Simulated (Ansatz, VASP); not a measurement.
**One calculation of S, two programs**

INCAR

```
ALGO     = Normal         # electronic algorithm
EDIFF    = 1E-6           # SCF threshold, eV
ENCUT    = 520            # plane-wave cutoff, eV
GGA      = PE             # functional
ISIF     = 2              # what is computed and relaxed
ISMEAR   = 0              # smearing method
ISPIN    = 2              # spin polarisation
LASPH    = True           # aspherical terms in the spheres
LCHARG   = False          # write CHGCAR
LORBIT   = 11             # projections on sites
LREAL    = False          # projectors in reciprocal space
LWAVE    = False          # write WAVECAR
MAGMOM   = 1 1            # initial moments
NBANDS   = 17             # bands
NELM     = 150            # most SCF steps
PREC     = Accurate       # precision mode
SIGMA    = 0.1            # smearing width, eV
```

KPOINTS

```
k-points
0
Gamma
  9 9 6
```

POSCAR

```
S
1.0
    3.8110000000      0.0000000000      0.0000000000
   -1.9055000000      3.3004228138      0.0000000000
    0.0000000000      0.0000000000      6.2340000000
S
2
Direct
    0.3333333333      0.6666666667      0.3850000000
    0.6666666667      0.3333333333      0.8850000000
```

Input for Ansatz:

```yaml
crystal:
  lattice:
    - [3.811, 0.0, 0.0]
    - [-1.9055, 3.3004228138, 0.0]
    - [0.0, 0.0, 6.234]
  atoms:
    - { symbol: S, position: [0.3333333333, 0.6666666667, 0.385], spin: 1.0 }
    - { symbol: S, position: [0.6666666667, 0.3333333333, 0.885], spin: 1.0 }
magnetization:
  spin_polarized: true
basis:
  ecutwfc: 500
  fft_grid_basis: typed
kpoints:
  mp_grid: { grid: [9, 9, 6] }
hamiltonian:
  xc: pbe
  pseudopotentials: { kind: paw }
scf:
  occupations: { method: gaussian, width: 0.1 }
output:
  forces: true
  stress: true
  eigenvalues: true
  bader: true
  write_density: true
  volumetric_format: npy
  populations: true
```

Alike in both runs: task single point; functional PBE; k mesh 9 × 9 × 6; occupations gaussian, width 0.1 eV; collinear spin.

|  | VASP | Ansatz |
| --- | --- | --- |
| version | VASP 6.6.1 | Ansatz 0.2.0 |
| potentials or method | VASP PAW PBE potentials, release 64 (S), cutoff 520 eV | scalar-relativistic, plane waves, PAW |
| valence electrons in the cell | 12 | 12 |

|  | VASP | Ansatz | Ansatz less VASP |
| --- | --- | --- | --- |
| gap on the k mesh at the Fermi level (eV) | none | none | - |
| net moment per atom (μB) | 2.00 | 2.00 | 0.000 |
| size of the moment on the site where the two differ most (μB) | 1.23 | 1.92 | +0.694 |

Site moments also hang on the region over which each program counts them. A gap of «none» marks a metal or a gap that the smearing closes. Ansatz's warnings: stability check not made.
